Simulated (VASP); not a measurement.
BiTe, 2 atoms in the cell. It takes space group R-3m (No. 166, trigonal). The conventional cell has a = 4.621 Å, b = 4.621 Å, c = 10.982 Å, α = 90.00°, β = 90.00°, γ = 120.00°. Within 4.3 Å of Bi (site symmetry -3m) lie 6 Te at 3.24 Å. Within 4.3 Å of Te (site symmetry -3m) lie 6 Bi at 3.24 Å.  This cell differs from its parent crystal: equal xy, yz and zx shear strains of -2 %.

- Program: VASP 6.6.1
- Task: electric field gradients
- Functional: LDA
- Potentials or basis: VASP PAW LDA potentials, release 64 (Bi_d, Te)
- Cutoff: 520 eV
- k mesh: 10 × 10 × 10
- Occupations: fermi-dirac, width 0.08 eV
- Spin: no spin polarisation
- Dipole correction: no
- Further INCAR settings: ALGO = Normal; EDIFF = 1e-08; NBANDS = 18

Potentials or basis: VASP PAW LDA potentials, release 64 (Bi_d, Te).

Launch:

```sh
$ cat potpaw_LDA.64/Bi_d/POTCAR potpaw_LDA.64/Te/POTCAR > POTCAR
$ mpirun -np 1 vasp_std > vasp.out
```

Hardware: 1 thread of Intel Xeon 8259CL, on a shared host.

Q: Estimate the wall time of this run.

A: Wall time 3.8 min on 1 thread of Intel Xeon 8259CL (shared host), peak memory 0.28 GiB. Counts: scf iterations 13, k points 116.
